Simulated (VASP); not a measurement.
The system is ScNb2O3.

```
CELL_PARAMETERS angstrom
3.29610 0.00000 0.00000
0.00000 3.29610 0.00000
0.00000 0.00000 7.26161
ATOMIC_POSITIONS crystal
Sc 0.00000 0.00000 0.00000
Nb 0.00000 0.50000 0.73150
Nb 0.50000 0.00000 0.26850
O 0.00000 0.50000 0.38350
O 0.50000 0.00000 0.61650
O 0.50000 0.50000 0.00000
```

The cell was generated, and may not be a known phase.

- Program: VASP 6.6.1
- Task: relaxation of cell and atoms
- Functional: PBE
- Potentials or basis: VASP PAW PBE potentials, release 64 (Sc_sv, Nb_sv, O_h)
- Cutoff: 1340 eV
- k mesh: 6 × 6 × 4
- Occupations: gaussian, width 0.1 eV
- Spin: no spin polarisation

At the start: pressure -16.4 GPa; volume 13.15 Å³/atom.

Problem. How do energy, volume and symmetry change on relaxing?

Solution. Over 28 steps the energy falls by 829.4 meV/atom and the volume is 13.39 Å³/atom (+1.8 %); space group P-4m2 (No. 115, to 0.1 Å) before and after.

Step by step:
```tsv
step	energy change (eV)	largest force (eV/Å)	pressure (GPa)	volume (Å³)
1	0.0000	4.9115	-16.35	78.89
2	-2.3480	2.4188	24.12	64.36
3	-2.3713	2.5163	19.12	65.30
4	-4.1131	0.9794	11.56	70.93
5	-4.2419	0.6660	10.49	72.37
6	-4.2716	0.5947	10.13	75.22
7	-4.0694	0.6235	-13.40	85.06
8	-4.3889	0.3780	-0.34	78.76
9	-4.3890	0.3850	-0.08	78.66
10	-4.4723	0.6777	-1.06	79.65
11	-4.5887	1.1584	-2.09	80.99
12	-4.7501	0.7045	-3.93	83.58
13	-4.7877	0.5234	-1.28	82.65
14	-4.7892	0.4785	-0.59	82.43
15	-4.8099	0.4542	-0.82	82.13
16	-4.8662	0.3800	-1.25	81.21
17	-4.9380	0.4895	-1.35	79.33
18	-4.9386	0.4620	-0.95	78.69
19	-4.9404	0.4819	-1.20	79.01
20	-4.9411	0.0199	3.64	77.34
21	-4.9506	0.2449	1.19	78.14
22	-4.9630	0.1198	0.68	78.77
23	-4.9704	0.0618	0.07	79.62
24	-4.9705	0.0949	-0.03	79.77
25	-4.9758	0.0548	0.48	80.09
26	-4.9758	0.0542	0.46	80.09
27	-4.9750	0.0761	-0.94	80.72
28	-4.9762	0.0176	-0.03	80.31
```

Final structure:
```xyz
6
Lattice="2.9839 0.0000 0.0000 0.0000 2.9839 0.0000 0.0000 0.0000 9.0205" Properties=species:S:1:pos:R:3 pbc="T T T"
Sc    0.0000    0.0000    0.0000
Nb    0.0000    1.4919    5.9108
Nb    1.4919    0.0000    3.1097
O     0.0000    1.4919    3.6804
O     1.4919    0.0000    5.3401
O     1.4919    1.4919    0.0000
```

Caveat: a cell axis changed by over 15 % at a fixed basis, so the end point is rough; an odd number of electrons without spin polarisation forces a metal; a magnetic or distorted state may lie lower.
